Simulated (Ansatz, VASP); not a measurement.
# IrO2: VASP beside Ansatz

```
Ir O
1.0
     4.50510    0.00000    0.00000
     0.00000    4.50510    0.00000
     0.00000    0.00000    3.15860
Ir O
2 4
Direct
  0.00000 0.00000 0.00000
  0.50000 0.50000 0.50000
  0.30770 0.30770 0.00000
  0.19230 0.80770 0.50000
  0.69230 0.69230 0.00000
  0.80770 0.19230 0.50000
```

Alike in both runs: task single point; functional PBE; dispersion D3(BJ); k mesh 4 × 4 × 6; occupations gaussian, width 0.1 eV; no spin polarisation.

|  | VASP | Ansatz |
| --- | --- | --- |
| version | VASP 6.6.1 | Ansatz 0.2.0 |
| potentials or method | VASP PAW PBE potentials, release 64 (Ir, O), cutoff 600 eV | scalar-relativistic, plane waves, PAW |
| valence electrons in the cell | 42 | 58 |

Ansatz gave:

- gap on the k mesh at the Fermi level (eV): none
- pressure (GPa): 1.2
- traceless stress, the component that is largest in VASP (GPa): 1.04
- rms of the force components (eV/Å): 0.052

Task: What did VASP give for the same quantities?

Result: gap on the k mesh at the Fermi level (eV): none; pressure (GPa): 3.5; traceless stress, the component that is largest in VASP (GPa): 1.58; rms of the force components (eV/Å): 0.051.

Atom by atom the forces differ by 0.002 eV/Å (rms over components). A gap of «none» marks a metal or a gap that the smearing closes. VASP's potentials hold 42 valence electrons a cell and Ansatz's 58, so a difference there can come from the potentials and not from the codes.

Spin-orbit coupling is off throughout.
